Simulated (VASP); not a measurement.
A run of VASP 6.6.1:

File INCAR:

```
SYSTEM = BeS
PREC = Accurate
ENCUT = 520
EDIFF = 1E-6
ISMEAR = -1
SIGMA = 0.02
LREAL = .False.
LASPH = .True.
NELM = 60
ALGO = Normal
ISIF = 2
LWAVE = .False.
LCHARG = .False.
GGA = PE
NBANDS = 11
```

Contents of KPOINTS:

```
regular mesh
0
Gamma
  9 9 9
  0 0 0
```

The input POSCAR:

```
BeS
1.0
    0.0000000000      2.4410600707      2.4410600707
    2.4410600707      0.0000000000      2.4410600707
    2.4410600707      2.4410600707      0.0000000000
Be S
1 1
Direct
    0.0000000000      0.0000000000      0.0000000000
    0.7500000000      0.7500000000      0.7500000000
```

Potentials or basis: VASP PAW PBE potentials, release 64 (Be, S).

Run with:

```console
$ cat potpaw_PBE.64/Be/POTCAR potpaw_PBE.64/S/POTCAR > POTCAR
$ mpirun -np 1 vasp_std > vasp.out
```

Hardware: 1 thread of Intel(R) Xeon(R) Platinum 8259CL CPU @ 2.50GHz (Skylake/Cascade Lake), with other jobs on the host.

Question: How long does it take, and how much memory?

Answer: Wall time 21 s on 1 thread of Intel(R) Xeon(R) Platinum 8259CL CPU @ 2.50GHz (Skylake/Cascade Lake), with other jobs on the host, peak memory 0.15 GiB. Counts: scf iterations 12, k points 35.
